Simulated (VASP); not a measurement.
In:

```
In
1.0
    -1.64822    1.69734    2.52498
     1.69734   -1.64822    2.52498
     1.60436    1.60436   -2.49270
In
1
Direct
  0.00000 0.00000 0.00000
```

Base run:

* Program: VASP 6.6.1
* Functional: PBE
* Potentials or basis: VASP PAW PBE potentials, release 64 (In_d)
* Cutoff: 520 eV
* k mesh: 11 × 11 × 14
* Occupations: gaussian, width 1 eV
* Spin: no spin polarisation

Its results: pressure 0.6 GPa.

Problem. The run is repeated on the same cell with these changes: occupations from gaussian, width 1 eV to methfessel-paxton, width 0.1 eV. What comes out?

Solution. Pressure 0.0 GPa.
